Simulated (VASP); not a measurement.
# Hf2MgO (P4/mmm) in VASP: notebook, part 2 of 2

VASP 6.6.1. Earlier steps stand in the parts before.

**3. Single point, PBE**

This run uses another cell than the first one, of 20.26 Å³/atom.

The input, INCAR:

```
  PREC = Accurate
  ENCUT = 600
  EDIFF = 1E-6
  ISMEAR = 0
  SIGMA = 0.1
  LREAL = F
  LASPH = T
  NELM = 120
  ALGO = Normal
  ISIF = 2
  LWAVE = F
  LCHARG = T
  GGA = PE
  LELF = T
  LVHAR = T
  NBANDS = 22
  GGA_COMPAT = F
```

The input, KPOINTS:

```
Automatic mesh
0
Gamma
  10 10 12
```

The input, POSCAR:

```
Hf2MgO
1.0
    4.4286306783      0.0000000000      0.0000000000
    0.0000000000      4.4286306783      0.0000000000
    0.0000000000      0.0000000000      4.1329569137
Mg Hf O
1 2 1
Direct
    0.0000000000      0.0000000000      0.5000000000
    0.5000000000      0.0000000000      0.0000000000
    0.0000000000      0.5000000000      0.0000000000
    0.0000000000      0.0000000000      0.0000000000
```

Potentials or basis: VASP PAW PBE potentials, release 64 (Mg, Hf_pv, O).

The run is started by

```console
> cat potpaw_PBE.64/Mg/POTCAR potpaw_PBE.64/Hf_pv/POTCAR potpaw_PBE.64/O/POTCAR > POTCAR
> mpirun -np 1 vasp_std > vasp.out
```

OUTCAR:

```text
PREC = Accurate
   ENCUT = 600
   EDIFF = 1E-6
   ISMEAR = 0
   LREAL = F
   LASPH = T
   NELM = 120
   ISIF = 2
   GGA = PE

 ion  position               nearest neighbor table
   1  0.000  0.000  0.500-   4 2.07   4 2.07   2 3.03   2 3.03   3 3.03   3 3.03   3 3.03   3 3.03
                             2 3.03   2 3.03
   2  0.500  0.000  0.000-   4 2.21   4 2.21   1 3.03   1 3.03   1 3.03   1 3.03   3 3.13   3 3.13
                             3 3.13   3 3.13
   3  0.000  0.500  0.000-   4 2.21   4 2.21   1 3.03   1 3.03   1 3.03   1 3.03   2 3.13   2 3.13
                             2 3.13   2 3.13
   4  0.000  0.000  0.000-   1 2.07   1 2.07   3 2.21   2 2.21   3 2.21   2 2.21

  LATTYP: Found a simple tetragonal cell.
 ALAT       =     4.4286306783
 C/A-ratio  =     0.9332358496

  Lattice vectors:

 A1 = (   4.4286306783,   0.0000000000,   0.0000000000)
 A2 = (   0.0000000000,   4.4286306783,   0.0000000000)
 A3 = (   0.0000000000,   0.0000000000,   4.1329569137)

Analysis of symmetry for initial positions (statically):
=====================================================================
 Subroutine PRICEL returns:
 Original cell was already a primitive cell.

 Routine SETGRP: Setting up the symmetry group for a
 simple tetragonal supercell.

 Subroutine GETGRP returns: Found 16 space group operations
 (whereof 16 operations were pure point group operations)
 out of a pool of 16 trial point group operations.

The static configuration has the point symmetry D_4h.

Analysis of symmetry for dynamics (positions and initial velocities):
=====================================================================
 Subroutine PRICEL returns:
 Original cell was already a primitive cell.

 Routine SETGRP: Setting up the symmetry group for a
 simple tetragonal supercell.

 Subroutine GETGRP returns: Found 16 space group operations
 (whereof 16 operations were pure point group operations)
[... 125 lines left out ...]
     AMIX     =   0.40;   BMIX     =  1.00
     AMIX_MAG =   1.60;   BMIX_MAG =  1.00
  volume/ion in A,a.u.               =      20.26       136.75
  Fermi-wavevector in a.u.,A,eV,Ry     =   1.148667  2.170666 17.952023  1.319436
  Thomas-Fermi vector in A             =   2.285341
   LORBIT       =      0    0 simple, 1 ext, 2 COOP (PROOUT), +10 PAW based schemes
   GGA     = PE    functional components
   LHFCALC =     F    Hartree Fock is set to
   AEXX    =    0.0000 exact exchange contribution
   IVDW    =     0    specifies the selected vdW correction
   LEPSILON=     F    determine dielectric tensor
   LRPA    =     F    only Hartree local field effects (RPA)
 non-spin polarized calculation
 Gauss-broadening in eV      SIGMA  =   0.10
  energy-cutoff  :      600.00
  volume of cell :       81.06
 maximum number of plane-waves:      2730
 NGX is ok and might be reduce to    36
   NGX = 17   NGY = 17   NGZ = 17

 number of electron      27.9999996 magnetization

 Free energy of the ion-electron system (eV)
  ---------------------------------------------------
  ext. energy  EPLUGINS =         0.00000000
  ---------------------------------------------------
  free energy    TOTEN  =       -27.87559889 eV

  energy without entropy =      -27.85663300  energy(sigma->0) =      -27.86611595

 E-fermi :   3.6337     XC(G=0): -10.0129

 val. band max:        3.6281371480   @ k =   0.4000   0.0000   0.2500
 cond. band min:       3.6337654092   @ k =   0.0000   0.0000   0.0833
 fundamental gap:      0.0056282611
 Fermi energy:         3.6336664461

 k-point     1 :       0.0000    0.0000    0.0000
  band No.  band energies     occupation
      1     -27.8938      2.00000
      2     -27.8938      2.00000
      3     -27.6416      2.00000
      4     -27.5417      2.00000
      5     -27.3486      2.00000
      6     -27.3486      2.00000
[... 589 lines left out ...]
     21       7.3726      0.00000
     22       8.7851      0.00000

 [... further k-points ...]

------------------------ aborting loop because EDIFF is reached ----------------------------------------

  FORCE on cell =-STRESS in cart. coord.  units (eV):
  Direction    XX          YY          ZZ          XY          YZ          ZX
  --------------------------------------------------------------------------------------
  -------------------------------------------------------------------------------------
  Total       -0.5497608     -0.5497608     -0.1392103      0.0000000     -0.0000000      0.0000000
  in kB      -10.8663721    -10.8663721     -2.7515801      0.0000000     -0.0000000      0.0000000
  external PRESSURE =      -8.1614414 kB  Pullay stress =       0.0000000 kB

 VOLUME and BASIS-vectors are now :
 -----------------------------------------------------------------------------
  energy-cutoff  :      600.00
  volume of cell :       81.06
      direct lattice vectors                 reciprocal lattice vectors
     4.428630678  0.000000000  0.000000000     0.225803431  0.000000000  0.000000000
     0.000000000  4.428630678  0.000000000     0.000000000  0.225803431  0.000000000
     0.000000000  0.000000000  4.132956914     0.000000000  0.000000000  0.241957519

 POSITION                                       TOTAL-FORCE (eV/Angst)
 -----------------------------------------------------------------------------------
      0.00000      0.00000      2.06648         0.000000      0.000000      0.000000
      2.21432      0.00000      0.00000         0.000000      0.000000      0.000000
      0.00000      2.21432      0.00000         0.000000      0.000000      0.000000
      0.00000      0.00000      0.00000         0.000000      0.000000      0.000000
 -----------------------------------------------------------------------------------
    total drift:                                0.000000      0.000000     -0.000000

  FREE ENERGIE OF THE ION-ELECTRON SYSTEM (eV)
  ---------------------------------------------------
  free  energy   TOTEN  =       -27.8755988880 eV

  energy  without entropy=      -27.8566330025  energy(sigma->0) =      -27.86611595
```

OSZICAR:

```text
N       E                     dE             d eps       ncg     rms          rms(c)
DAV:   1     0.112336968364E+03    0.11234E+03   -0.15395E+04  6492   0.129E+03
DAV:   2    -0.233858406383E+02   -0.13572E+03   -0.13008E+03  7922   0.294E+02
DAV:   3    -0.307737836240E+02   -0.73879E+01   -0.71868E+01  8160   0.474E+01
DAV:   4    -0.309077196801E+02   -0.13394E+00   -0.13337E+00  8084   0.662E+00
DAV:   5    -0.309109699778E+02   -0.32503E-02   -0.32481E-02  8708   0.838E-01    0.438E+01
DAV:   6    -0.281000917918E+02    0.28109E+01   -0.15160E+01  7446   0.200E+01    0.336E+01
DAV:   7    -0.279194408887E+02    0.18065E+00   -0.17609E+00  7644   0.759E+00    0.169E+01
DAV:   8    -0.278849636644E+02    0.34477E-01   -0.27778E-01  8116   0.284E+00    0.197E+00
DAV:   9    -0.278759119710E+02    0.90517E-02   -0.50485E-02  7564   0.119E+00    0.167E+00
DAV:  10    -0.278756644547E+02    0.24752E-03   -0.35009E-03  8504   0.365E-01    0.109E-01
DAV:  11    -0.278756135471E+02    0.50908E-04   -0.60452E-04  7862   0.122E-01    0.264E-01
DAV:  12    -0.278755971136E+02    0.16434E-04   -0.67774E-05  7838   0.456E-02    0.789E-02
DAV:  13    -0.278755990776E+02   -0.19640E-05   -0.11475E-05  8322   0.181E-02    0.109E-02
DAV:  14    -0.278755988880E+02    0.18965E-06   -0.86838E-07  4844   0.526E-03
   1 F= -.27875599E+02 E0= -.27866116E+02  d E =-.189659E-01
```

stdout:

```text
POSCAR found type information on POSCAR MgHfO
 POSCAR found :  3 types and       4 ions
 scaLAPACK will be used
 LDA part: xc-table for (Slater+PW92), standard interpolation
 POSCAR, INCAR and KPOINTS ok, starting setup
 FFT: planning ... GRIDC
 FFT: planning ... GRID_SOFT
 FFT: planning ... GRID
 WAVECAR not read
 entering main loop
```

It took 2.5 min on 1 thread of AMD EPYC 9R45 (Zen 5), shared host; peak memory 0.42 GiB.

Results:

| Property | Result |
| --- | --- |
| Free energy | -27.8756 eV |
| Pressure | -0.8 GPa |
| Band gap on the k mesh | zero (bands 14 and 15 overlap by 1.58 eV) |

Levels at points of the mesh, in eV from the Fermi level:
```csv
k point,band 11,band 12,band 13,band 14,band 15,band 16,band 17,band 18
"(0.00, 0.00, 0.00)",-5.06,-1.70,-1.66,0.07,0.15,0.15,3.30,3.30
"(0.50, 0.00, 0.00)",-3.01,-2.90,-0.13,0.13,0.84,1.27,1.76,1.92
"(0.50, 0.50, 0.00)",-1.99,-1.99,-0.08,0.23,0.26,0.40,0.40,2.03
"(0.00, 0.00, 0.50)",-3.08,-1.51,-1.36,-1.24,-1.24,1.54,2.77,2.77
"(0.50, 0.00, 0.50)",-1.58,-1.05,-0.42,-0.25,0.47,1.09,1.11,2.25
"(0.50, 0.50, 0.50)",-1.46,-0.06,-0.06,0.27,0.42,0.42,1.70,2.56
```

Caveat: spin-orbit coupling is left out, which moves the levels of the heavy elements.

**4. Relaxation of cell and atoms, PBE**

The input, INCAR:

```
SYSTEM = Hf2MgO
PREC     = Accurate       ! precision mode
ENCUT    = 600            ! plane-wave cutoff, eV
EDIFF    = 1E-7           ! SCF threshold, eV
ISMEAR   = 0              ! smearing method
SIGMA    = 0.1            ! smearing width, eV
LREAL    = .FALSE.        ! projectors in reciprocal space
LASPH    = .TRUE.         ! aspherical terms in the spheres
NELM     = 120            ! most SCF steps
ALGO     = Normal         ! electronic algorithm
ISIF     = 3              ! what is computed and relaxed
LWAVE    = .FALSE.        ! write WAVECAR
LCHARG   = .FALSE.        ! write CHGCAR
GGA      = PE             ! functional
IBRION   = 2              ! ionic algorithm
NSW      = 100            ! ionic steps
EDIFFG   = -0.01          ! ionic threshold
GGA_COMPAT= .FALSE.      
NELMIN   = 4
```

The input, KPOINTS:

```
regular mesh
0
G
  10 10 12
  0 0 0
```

The input, POSCAR:

```
Hf2MgO
1.0
    4.4377445903      0.0000000000      0.0000000000
    0.0000000000      4.4377445903      0.0000000000
    0.0000000000      0.0000000000      4.1070173270
Mg Hf O
1 2 1
Direct
    0.0000000000      0.0000000000      0.5000000000
    0.5000000000      0.0000000000      0.0000000000
    0.0000000000      0.5000000000      0.0000000000
    0.0000000000      0.0000000000      0.0000000000
```

The run is started by

```console
> cat potpaw_PBE.64/Mg/POTCAR potpaw_PBE.64/Hf_pv/POTCAR potpaw_PBE.64/O/POTCAR > POTCAR
> mpirun -np 1 vasp_std > vasp.out
```

Run time: 7 min. Hardware: 1 thread of AMD EPYC 9R45 (Zen 5), shared host; peak memory 0.41 GiB.

The run converged. Its results:

```yaml
Free_energy: -27.8782 eV
Relaxed_volume: 20.13 Å³/atom
Relaxed_cell: a = 4.405 Å, b = 4.405 Å, c = 4.151 Å, α = 90.00°, β = 90.00°, γ = 90.00°
Space_group_after_relaxing_to_0.1_Å: P4/mmm (No. 123)
Energy_gained_by_relaxing: 1.2 meV/atom
Ionic_steps: 5
Pressure_after_relaxing: 0.0 GPa
Band_gap_on_the_k_mesh: zero (bands 14 and 15 overlap by 1.59 eV)
```

Step by step:
| step | energy change (eV) | largest force (eV/Å) | pressure (GPa) | volume (Å³) |
| --- | --- | --- | --- | --- |
| 1 | 0.0000 | 0.0000 | -0.82 | 80.88 |
| 2 | -0.0022 | 0.0000 | 0.75 | 79.67 |
| 3 | -0.0031 | 0.0000 | 0.19 | 80.09 |
| 4 | -0.0038 | 0.0000 | 0.13 | 80.22 |
| 5 | -0.0046 | 0.0000 | 0.02 | 80.54 |

Final structure:
```xyz
4
Lattice="4.4050 0.0000 0.0000 0.0000 4.4050 0.0000 0.0000 0.0000 4.1506" Properties=species:S:1:pos:R:3 pbc="T T T"
Mg    0.0000    0.0000    2.0753
Hf    2.2025    0.0000    0.0000
Hf    0.0000    2.2025    0.0000
O     0.0000    0.0000    0.0000
```

Levels at points of the mesh, in eV from the Fermi level:
```
           k point  band 11  band 12  band 13  band 14  band 15  band 16  band 17  band 18
(0.00, 0.00, 0.00)    -5.09    -1.75    -1.69     0.11     0.11     0.11     3.33     3.33
(0.50, 0.00, 0.00)    -3.02    -2.92    -0.13     0.14     0.82     1.22     1.80     1.96
(0.50, 0.50, 0.00)    -1.99    -1.99    -0.06     0.20     0.23     0.40     0.40     2.05
(0.00, 0.00, 0.50)    -3.13    -1.55    -1.40    -1.25    -1.25     1.47     2.83     2.83
(0.50, 0.00, 0.50)    -1.61    -1.09    -0.40    -0.25     0.47     1.10     1.12     2.28
(0.50, 0.50, 0.50)    -1.49    -0.07    -0.07     0.31     0.42     0.42     1.70     2.51
```

Caveat: spin-orbit coupling is left out, which moves the levels of the heavy elements.

**5. Summary**

| task | cell | k mesh | gap on the mesh (eV) | pressure (GPa) |
| --- | --- | --- | --- | --- |
| single point | a = 4.438, b = 4.438, c = 4.107 Å, 4 atoms | 4 × 4 × 4 | none | -0.9 |
| single point | a = 4.429, b = 4.429, c = 4.133 Å, 4 atoms | 10 × 10 × 12 | none | -0.8 |
| relaxation of cell and atoms | relaxed from a = 4.438, b = 4.438, c = 4.107 Å, 4 atoms | 10 × 10 × 12 | none | 0.0 |

Alike in all rows: level PBE; potentials or basis VASP PAW PBE potentials, release 64 (Mg, Hf_pv, O); no spin polarisation; cutoff (eV) 600; smearing gaussian 0.1 eV.

Caveats: some runs use coarse meshes; spin-orbit coupling is left out, which moves the levels of the heavy elements.

Total energies depend on the potentials used, so only differences within one code and one set of settings carry meaning.

The gap in the log of VASP goes by the Fermi energy; the results here count the filled bands.